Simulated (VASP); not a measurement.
A run of VASP 6.6.1 is set up as follows.

The input INCAR:

```
SYSTEM = Ru2Rh
  PREC = Accurate
  ENCUT = 600
  EDIFF = 1E-6
  ISMEAR = 0
  SIGMA = 0.1
  LREAL = .False.
  LASPH = .True.
  NELM = 100
  ALGO = Fast
  ISIF = 3
  LWAVE = .False.
  LCHARG = .False.
  GGA = PE
  IBRION = 2
  NSW = 100
  EDIFFG = -0.01
```

The input KPOINTS:

```
regular mesh
0
Gamma
  18 18 4
  0 0 0
```

POSCAR

```
Ru2Rh
1.0
    2.7477399609      0.0000000000      0.0000000000
   -1.3738699805      2.3796126091      0.0000000000
    0.0000000000      0.0000000000     12.7714936310
Ru Rh
4 2
Direct
    0.3333333333      0.6666666667      0.5804742061
    0.6666666667      0.3333333333      0.0804742061
    0.3333333333      0.6666666667      0.9195257939
    0.6666666667      0.3333333333      0.4195257939
    0.3333333333      0.6666666667      0.2500000000
    0.6666666667      0.3333333333      0.7500000000
```

Potentials or basis: VASP PAW PBE potentials, release 64 (Ru_pv, Rh_pv).

Run with:

```console
$ cat potpaw_PBE.64/Ru_pv/POTCAR potpaw_PBE.64/Rh_pv/POTCAR > POTCAR
$ mpirun -np 1 vasp_std > vasp.out
```

Task: What does it give for the relaxed cell?

Result: a = 2.724 Å, b = 2.724 Å, c = 12.942 Å, α = 90.00°, β = 90.00°, γ = 120.00°.

Task: Estimate the space group after relaxing (to 0.1 Å).

Result: P6_3/mmc (No. 194).

Final structure:
```
Ru Rh
1.0
     2.72389    0.00000    0.00000
    -1.36195    2.35896    0.00000
     0.00000    0.00000   12.94210
Ru Rh
4 2
Cartesian
  0.0000 1.5726 7.5150
  1.3619 0.7863 1.0440
  0.0000 1.5726 11.8981
  1.3619 0.7863 5.4271
  0.0000 1.5726 3.2355
  1.3619 0.7863 9.7066
```
